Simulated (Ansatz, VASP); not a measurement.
## Cu: VASP beside Ansatz

```
CELL_PARAMETERS angstrom
0.00000 1.77092 1.77092
1.77092 0.00000 1.77092
1.77092 1.77092 0.00000
ATOMIC_POSITIONS crystal
Cu 0.00000 0.00000 0.00000
```

Change from the starting cell: volume scaled by 0.9405, crystal datasets.

Alike in both runs: task electric field gradients; functional PBEsol; k mesh 19 × 19 × 19; occupations fermi-dirac, width 0.08 eV; no spin polarisation.

|  | VASP | Ansatz |
| --- | --- | --- |
| version | VASP 6.6.1 | Ansatz 0.2.0 |
| potentials or method | VASP PAW PBE potentials, release 64 (Cu), cutoff 520 eV | all-electron PAW with datasets made for the crystal, scalar-relativistic |

```tsv
	VASP	Ansatz	Ansatz less VASP
pressure (GPa)	3.9	3.2	-0.69
```

VASP's potentials were made for PBE, not for PBEsol. Ansatz ran all-electron here, and VASP with PAW potentials.
